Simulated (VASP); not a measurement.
# SnO in VASP: further runs

Runs on SnO. Level: PBE+D3(BJ). Tasks: single point.

All numbers are computed with VASP 6.6.1; they aren't measurements. Logs are shortened: lines on timing, memory, paths and dates and some standing lists are left out, and cuts for length are marked.

## Step 1: The cell of the first run

The cell holds a slab with vacuum, 8 atoms: a = 3.820 Å, b = 3.820 Å, c = 22.226 Å, α = 90.00°, β = 90.00°, γ = 90.00°.

## Step 2: Single point, PBE+D3(BJ) (layers slid over each other)

Input file INCAR:

```
SYSTEM = SnO
ALGO = Normal ; DIPOL = 0.5 0.5 0.403
EDIFF = 1E-6 ; ENCUT = 520
GGA = PE ; GGA_COMPAT = .False.
IDIPOL = 3 ; ISIF = 2
ISMEAR = 0 ; IVDW = 12
LASPH = .True. ; LCHARG = .False.
LDIPOL = .True. ; LREAL = .False.
LWAVE = .False. ; NBANDS = 50
NELM = 120 ; NELMDL = -8
PREC = Accurate ; SIGMA = 0.05
```

Input file KPOINTS:

```
k-points
0
Gamma
  7 7 1
  0 0 0
```

Input file POSCAR:

```
SnO
1.0
    3.8201708766      0.0000000000      0.0000000000
    0.0000000000      3.8201708766      0.0000000000
    0.0000000000      0.0000000000     22.2260720666
Sn O
4 4
Direct
    0.5000000000      0.0000000000      0.2024649244
    0.0000000000      0.5000000000      0.3087831270
    0.1250000000      0.6250000000      0.4977503897
   -0.3750000000      1.1250000000      0.6040685923
    0.0000000000      0.0000000000      0.2556240257
    0.5000000000      0.5000000000      0.2556240257
   -0.3750000000      0.6250000000      0.5509094910
    0.1250000000      1.1250000000      0.5509094910
```

Potentials or basis: VASP PAW PBE potentials, release 64 (Sn_d, O).

The run is started by

```
> cat potpaw_PBE.64/Sn_d/POTCAR potpaw_PBE.64/O/POTCAR > POTCAR
> mpirun -np 1 vasp_std > vasp.out
```

OUTCAR:

```text
SYSTEM = SnO
   EDIFF = 1E-6
   ENCUT = 520
   GGA = PE
   ISIF = 2
   ISMEAR = 0
   IVDW = 12
   LASPH = .True.
   LREAL = .False.
   NELM = 120
   NELMDL = -8
   PREC = Accurate
 IVDW          = 12

 ion  position               nearest neighbor table
   1  0.500  0.000  0.202-   5 2.25   6 2.25   6 2.25   5 2.25   2 3.59   2 3.59   2 3.59   2 3.59

   2  0.000  0.500  0.309-   5 2.25   6 2.25   5 2.25   6 2.25   1 3.59   1 3.59   1 3.59   1 3.59

   3  0.125  0.625  0.498-   7 2.25   8 2.25   8 2.25   7 2.25   4 3.59   4 3.59   4 3.59   4 3.59

   4  0.625  0.125  0.604-   7 2.25   8 2.25   7 2.25   8 2.25   3 3.59   3 3.59   3 3.59   3 3.59

   5  0.000  0.000  0.256-   2 2.25   2 2.25   1 2.25   1 2.25
   6  0.500  0.500  0.256-   2 2.25   2 2.25   1 2.25   1 2.25
   7  0.625  0.625  0.551-   3 2.25   3 2.25   4 2.25   4 2.25
   8  0.125  0.125  0.551-   3 2.25   3 2.25   4 2.25   4 2.25

  LATTYP: Found a simple tetragonal cell.
 ALAT       =     3.8201708766
 C/A-ratio  =     5.8180832179

  Lattice vectors:

 A1 = (   3.8201708766,   0.0000000000,   0.0000000000)
 A2 = (   0.0000000000,   3.8201708766,   0.0000000000)
 A3 = (   0.0000000000,   0.0000000000,  22.2260720666)

Analysis of symmetry for initial positions (statically):
=====================================================================
 Subroutine PRICEL returns:
 Original cell was already a primitive cell.

 Routine SETGRP: Setting up the symmetry group for a
 simple tetragonal supercell.

 Subroutine GETGRP returns: Found  4 space group operations
 (whereof  1 operations were pure point group operations)
 out of a pool of 16 trial point group operations.

The static configuration has the point symmetry C_1 .
 The point group associated with its full space group is C_2h.

Analysis of symmetry for dynamics (positions and initial velocities):
=====================================================================
 Subroutine PRICEL returns:
 Original cell was already a primitive cell.

 Routine SETGRP: Setting up the symmetry group for a
 simple tetragonal supercell.

 Subroutine GETGRP returns: Found  4 space group operations
 (whereof  1 operations were pure point group operations)
 out of a pool of 16 trial point group operations.

The dynamic configuration has the point symmetry C_1 .
 The point group associated with its full space group is C_2h.

 Subroutine INISYM returns: Found  4 space group operations
 (whereof  1 operations are pure point group operations),
 and found     1 'primitive' translations

----------------------------------------------------------------------------------------

                                     Primitive cell

  volume of cell :     324.3608

  direct lattice vectors                    reciprocal lattice vectors
     3.820170877  0.000000000  0.000000000     0.261768395  0.000000000  0.000000000
     0.000000000  3.820170877  0.000000000     0.000000000  0.261768395  0.000000000
     0.000000000  0.000000000 22.226072067     0.000000000  0.000000000  0.044992205

  length of vectors
     3.820170877  3.820170877 22.226072067     0.261768395  0.261768395  0.044992205

  position of ions in fractional coordinates (direct lattice)
     0.500000000  0.000000000  0.202464924
     0.000000000  0.500000000  0.308783127
     0.125000000  0.625000000  0.497750390
     0.625000000  0.125000000  0.604068592
     0.000000000  0.000000000  0.255624026
     0.500000000  0.500000000  0.255624026
     0.625000000  0.625000000  0.550909491
     0.125000000  0.125000000  0.550909491

  ion indices of the primitive-cell ions
   primitive index   ion index
                 1           1
                 2           2
                 3           3
                 4           4
                 5           5
                 6           6
                 7           7
                 8           8

----------------------------------------------------------------------------------------

 KPOINTS: k-points

Automatic generation of k-mesh.
 Grid dimensions read from file:
 generate k-points for:    7    7    1

 Generating k-lattice:

  Cartesian coordinates                     Fractional coordinates (reciprocal lattice)
     0.037395485  0.000000000  0.000000000     0.142857143  0.000000000  0.000000000
     0.000000000  0.037395485  0.000000000     0.000000000  0.142857143  0.000000000
     0.000000000  0.000000000  0.044992205     0.000000000  0.000000000  1.000000000

  Length of vectors
     0.037395485  0.037395485  0.044992205

  Shift w.r.t. Gamma in fractional coordinates (k-lattice)
     0.000000000  0.000000000  0.000000000

 Subroutine IBZKPT returns following result:
 ===========================================

 Found     16 irreducible k-points:

 Following reciprocal coordinates:
            Coordinates               Weight
  0.000000  0.000000  0.000000      1.000000
  0.142857  0.000000  0.000000      4.000000
  0.285714  0.000000  0.000000      4.000000
  0.428571  0.000000  0.000000      4.000000
  0.142857  0.142857  0.000000      2.000000
 -0.142857  0.142857  0.000000      2.000000
[... 8 lines left out ...]
  0.428571  0.428571  0.000000      2.000000
 -0.428571  0.428571  0.000000      2.000000
   k-points           NKPTS =     16   k-points in BZ     NKDIM =     16   number of bands    NBANDS=     50
   number of dos      NEDOS =    301   number of ions     NIONS =      8
   total plane-waves  NPLWV = 131712
   dimension x,y,z NGX =    28 NGY =   28 NGZ =  168
   dimension x,y,z NGXF=    56 NGYF=   56 NGZF=  336
   ions per type =               4   4
   NGX,Y,Z   is equivalent  to a cutoff of  12.19, 12.19, 12.57 a.u.
   NGXF,Y,Z  is equivalent  to a cutoff of  24.37, 24.37, 25.13 a.u.
 SYSTEM =  SnO
   PREC   = accura    normal or accurate (medium, high low for compatibility)
   ISTART =      0    job   : 0-new  1-cont  2-samecut
   ICHARG =      2    charge: 1-file 2-atom 10-const
   ISPIN  =      1    spin polarized calculation?
   LNONCOLLINEAR =      F non collinear calculations
   LSORBIT =      F    spin-orbit coupling
   LASPH  =      T    aspherical Exc in radial PAW
   ENCUT  =  520.0 eV  38.22 Ry    6.18 a.u.   7.10  7.10 41.33*2*pi/ulx,y,z
   NELM   =    120;   NELMIN=  2; NELMDL= -8     # of ELM steps
   EDIFF  = 0.1E-05   stopping-criterion for ELM
   LREAL  =      F    real-space projection
   EDIFFG = 0.1E-04   stopping-criterion for IOM
   NSW    =      0    number of steps for IOM
   IBRION =     -1    ionic relax: 0-MD 1-quasi-New 2-CG
   NFREE  =      0    steps in history (QN), initial steepest desc. (CG)
   ISIF   =      2    stress and relaxation
   ISYM   =      2    0-nonsym 1-usesym 2-fastsym
   POTIM  = 0.5000    time-step for ionic-motion
   TEBEG  =    0.0;   TEEND  =   0.0 temperature during run
   PSTRESS=    0.0 pullay stress
   NELECT =      80.0000    total number of electrons
   NUPDOWN=      -1.0000    fix difference up-down
   EMIN   =  10.00;   EMAX   =-10.00  energy-range for DOS
   EFERMI =   0.00;   METHOD = LEGACY
   ISMEAR =     0;   SIGMA  =   0.05  broadening in eV -4-tet -1-fermi 0-gaus
   EFERMI_NEDOS =   21; number of points for ismear=-14 and -15
   IALGO  =     38    algorithm
   IMIX   =      4    mixing-type and parameters
     AMIX     =   0.40;   BMIX     =  1.00
     AMIX_MAG =   1.60;   BMIX_MAG =  1.00
  volume/ion in A,a.u.               =      40.55       273.61
  Fermi-wavevector in a.u.,A,eV,Ry     =   1.026665  1.940115 14.341097  1.054041
  Thomas-Fermi vector in A             =   2.160570
   LORBIT       =      0    0 simple, 1 ext, 2 COOP (PROOUT), +10 PAW based schemes
   GGA     = PE    functional components
   LHFCALC =     F    Hartree Fock is set to
   AEXX    =    0.0000 exact exchange contribution
   IVDW    =    12    specifies the selected vdW correction
   LEPSILON=     F    determine dielectric tensor
   LRPA    =     F    only Hartree local field effects (RPA)
 non-spin polarized calculation
 Gauss-broadening in eV      SIGMA  =   0.05
  energy-cutoff  :      520.00
  volume of cell :      324.36
 maximum number of plane-waves:      8769
   NGX = 15   NGY = 15   NGZ = 83

 dipolmoment           0.000000      0.000000      0.000000 electrons x Angstroem

 number of electron      79.9999970 magnetization

 dipolmoment           0.000000      0.000000     -0.000003 electrons x Angstroem

 Free energy of the ion-electron system (eV)
  ---------------------------------------------------
  ext. energy  EPLUGINS =         0.00000000
  ---------------------------------------------------
  free energy    TOTEN  =       -45.13205356 eV

  energy without entropy =      -45.13205356  energy(sigma->0) =      -45.13205356

 E-fermi :   0.0745     XC(G=0):  -5.3132

 val. band max:       -0.1779304451   @ k =  -0.1429   0.1429   0.0000
 cond. band min:       2.2811932351   @ k =   0.4286   0.0000   0.0000
 fundamental gap:      2.4591236801
 Fermi energy:         0.0745022100

 k-point     1 :       0.0000    0.0000    0.0000
  band No.  band energies     occupation
      1     -21.0431      2.00000
      2     -21.0431      2.00000
      3     -20.6825      2.00000
      4     -20.6825      2.00000
      5     -20.6455      2.00000
      6     -20.6454      2.00000
[... 42 lines left out ...]
     49       5.2063      0.00000
     50       5.2109      0.00000

 k-point     2 :       0.1429    0.0000    0.0000
  band No.  band energies     occupation
      1     -21.0342      2.00000
      2     -21.0341      2.00000
      3     -20.6833      2.00000
      4     -20.6831      2.00000
      5     -20.6472      2.00000
      6     -20.6467      2.00000
[... 734 lines left out ...]
 k-point    16 :      -0.4286    0.4286    0.0000
  band No.  band energies     occupation
      1     -20.9844      2.00000
      2     -20.9841      2.00000
      3     -20.9707      2.00000
      4     -20.9701      2.00000
      5     -20.6495      2.00000
      6     -20.6493      2.00000
[... 42 lines left out ...]
     49       5.9339      0.00000
     50       6.1821      0.00000

------------------------ aborting loop because EDIFF is reached ----------------------------------------

 vacuum level on the upper side and lower side of the slab       (xc-potential included)        -0.154        -0.151

 Edisp (eV)   -1.23687

 E8    (eV) :    -0.5466

  FORCE on cell =-STRESS in cart. coord.  units (eV):
  Direction    XX          YY          ZZ          XY          YZ          ZX
  --------------------------------------------------------------------------------------
  -------------------------------------------------------------------------------------
  Total       0.24627     0.24627     0.37312     0.01430     0.17950     0.17950
  in kB       1.21643     1.21643     1.84304     0.07062     0.88665     0.88665
  external pressure =        1.43 kB  Pullay stress =        0.00 kB

 VOLUME and BASIS-vectors are now :
 -----------------------------------------------------------------------------
  energy-cutoff  :      520.00
  volume of cell :      324.36
      direct lattice vectors                 reciprocal lattice vectors
     3.820170877  0.000000000  0.000000000     0.261768395  0.000000000  0.000000000
     0.000000000  3.820170877  0.000000000     0.000000000  0.261768395  0.000000000
     0.000000000  0.000000000 22.226072067     0.000000000  0.000000000  0.044992205

 POSITION                                       TOTAL-FORCE (eV/Angst)
 -----------------------------------------------------------------------------------
      1.91009      0.00000      4.50000        -0.003319     -0.003319     -0.083953
      0.00000      1.91009      6.86304        -0.019287     -0.019287      0.053175
      0.47752      2.38761     11.06304         0.019287      0.019287     -0.053175
      2.38761      0.47752     13.42607         0.003319      0.003319      0.083953
      0.00000      0.00000      5.68152         0.006675     -0.017132     -0.000232
      1.91009      1.91009      5.68152        -0.017132      0.006675     -0.000232
      2.38761      2.38761     12.24455         0.017132     -0.006675      0.000232
      0.47752      0.47752     12.24455        -0.006675      0.017132      0.000232
 -----------------------------------------------------------------------------------
    total drift:                                0.000000      0.000000     -0.000132

  FREE ENERGIE OF THE ION-ELECTRON SYSTEM (eV)
  ---------------------------------------------------
  free  energy   TOTEN  =       -46.3689267092 eV

  energy  without entropy=      -46.3689267092  energy(sigma->0) =      -46.36892671

 vacuum level on the upper side and lower side of the slab         4.812         4.817
```

Run time: 5.5 min. Hardware: 1 thread of Oxide Virtual Turin-like, shared host; peak memory 0.41 GiB.

What came out:

```
Free energy                : -46.3689 eV
Largest force              : 0.084 eV/Å
Band gap on the k mesh     : 2.46 eV (least direct gap 2.55 eV)
Dispersion energy per atom : -0.155 eV
```

Forces in eV/Å, atoms in the order of the input:
```
Sn  -0.003 -0.003 -0.084
Sn  -0.019 -0.019  0.053
Sn   0.019  0.019 -0.053
Sn   0.003  0.003  0.084
O    0.007 -0.017  0.000
O   -0.017  0.007  0.000
O    0.017 -0.007  0.000
O   -0.007  0.017  0.000
```

Caveat: the cell differs from its parent crystal (layers slid over each other); spin-orbit coupling is left out, which moves the levels of the heavy elements.

## Step 3: Single point, PBE+D3(BJ) (layers slid over each other)

Input file INCAR:

```
SYSTEM = SnO
PREC     = Accurate       ! precision mode
ENCUT    = 520            ! plane-wave cutoff, eV
EDIFF    = 1E-6           ! SCF threshold, eV
ISMEAR   = 0              ! smearing method
SIGMA    = 0.05           ! smearing width, eV
LREAL    = .FALSE.        ! projectors in reciprocal space
LASPH    = .TRUE.         ! aspherical terms in the spheres
NELM     = 120            ! most SCF steps
ALGO     = Normal         ! electronic algorithm
ISIF     = 2              ! what is computed and relaxed
LWAVE    = .FALSE.        ! write WAVECAR
LCHARG   = .TRUE.         ! write CHGCAR
LDIPOL   = .TRUE.       
IDIPOL   = 3            
DIPOL    = 0.5 0.5 0.403
GGA      = PE             ! functional
IVDW     = 12             ! dispersion correction
LELF     = .TRUE.         ! ELF
LVHAR    = .TRUE.       
LVACPOTAV= .TRUE.       
NBANDS   = 50             ! bands
GGA_COMPAT= .FALSE.      
NELMDL   = -8
```

Input file KPOINTS:

```
Automatic mesh
0
G
  7 7 1
  0 0 0
```

Input file POSCAR:

```
SnO
1.0
    3.8201708766      0.0000000000      0.0000000000
    0.0000000000      3.8201708766      0.0000000000
    0.0000000000      0.0000000000     22.2260720666
Sn O
4 4
Direct
    0.5000000000      0.0000000000      0.2024649244
    0.0000000000      0.5000000000      0.3087831270
    0.3750000000      0.8750000000      0.4977503897
   -0.1250000000      1.3750000000      0.6040685923
    0.0000000000      0.0000000000      0.2556240257
    0.5000000000      0.5000000000      0.2556240257
   -0.1250000000      0.8750000000      0.5509094910
    0.3750000000      1.3750000000      0.5509094910
```

Potentials or basis: VASP PAW PBE potentials, release 64 (Sn_d, O).

The run is started by

```
> cat potpaw_PBE.64/Sn_d/POTCAR potpaw_PBE.64/O/POTCAR > POTCAR
> mpirun -np 1 vasp_std > vasp.out
```

Run time: 8.4 min. Hardware: 1 thread of Oxide Virtual Turin-like, shared host; peak memory 0.42 GiB.

It converged, with:

```yaml
Free_energy: -46.4289 eV
Largest_force: 0.174 eV/Å
Band_gap_on_the_k_mesh: 2.56 eV (least direct gap 2.58 eV)
Dispersion_energy_per_atom: -0.155 eV
```

Forces in eV/Å, atoms in the order of the input:
```
Sn  -0.002 -0.002 -0.079
Sn  -0.008 -0.008  0.174
Sn   0.008  0.008 -0.174
Sn   0.002  0.002  0.079
O    0.004 -0.011  0.011
O   -0.011  0.004  0.011
O    0.011 -0.004 -0.011
O   -0.004  0.011 -0.011
```

Levels at points of the mesh, in eV from the valence-band top:
```csv
k point,band 38,band 39,band 40,band 41,band 42,band 43
"(0.00, 0.00, 0.00)",-1.92,-0.55,-0.02,2.56,2.89,2.90
```

Caveat: the cell differs from its parent crystal (layers slid over each other); spin-orbit coupling is left out, which moves the levels of the heavy elements.
